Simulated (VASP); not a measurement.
Write the native input for VASP 6.6.1 that does the following.

* Task: relaxation of shape and atoms at fixed volume
* Functional: PBE
* Dispersion: D3(BJ)
* Potentials or basis: VASP PAW PBE potentials, release 64 (Be)
* Cutoff: 600 eV
* k mesh: 16 × 12 × 12
* Occupations: gaussian, width 0.1 eV
* Spin: no spin polarisation
* Dipole correction: no
* Further INCAR settings: ALGO = Normal; EDIFF = 1e-06; IBRION = 2; EDIFFG = -0.01; NSW = 50; ISIF = 4

The structure of Be lies in POSCAR:

```
Be
1.0
    2.4313757654      0.0000000000      0.0000000000
    0.0000000000      3.3690995086      0.0000000000
    0.0000000000      0.0000000000      3.3690995086
Be
4
Direct
    0.7500000000      0.7500000000      0.7500000000
    0.2500000000      0.2500000000      0.7500000000
    0.2500000000      0.7500000000      0.2500000000
    0.7500000000      0.2500000000      0.2500000000
```

One way to write it, as run:

INCAR

```
PREC     = Accurate       # precision mode
ENCUT    = 600            # plane-wave cutoff, eV
EDIFF    = 1E-6           # SCF threshold, eV
ISMEAR   = 0              # smearing method
SIGMA    = 0.1            # smearing width, eV
LREAL    = F              # projectors in reciprocal space
LASPH    = T              # aspherical terms in the spheres
NELM     = 100            # most SCF steps
ALGO     = Normal         # electronic algorithm
ISIF     = 4              # what is computed and relaxed
LWAVE    = F              # write WAVECAR
LCHARG   = F              # write CHGCAR
GGA      = PE             # functional
IVDW     = 12             # dispersion correction
IBRION   = 2              # ionic algorithm
NSW      = 50             # ionic steps
EDIFFG   = -0.01          # ionic threshold
```

KPOINTS

```
Automatic mesh
0
Gamma
  16 12 12
```

Potentials or basis: VASP PAW PBE potentials, release 64 (Be).

Launch:

```sh
$ cat potpaw_PBE.64/Be/POTCAR > POTCAR
$ mpirun -np 1 vasp_std > vasp.out
```

Results of the run:

The pressure after relaxing is 9.5 GPa, the band gap on the k mesh is zero (bands 4 and 5 overlap by 2.95 eV) and the dispersion energy per atom is -0.409 eV.

Wall time 57 s on 1 thread of Intel Xeon 8259CL, with other jobs on the host, peak memory 0.19 GiB.
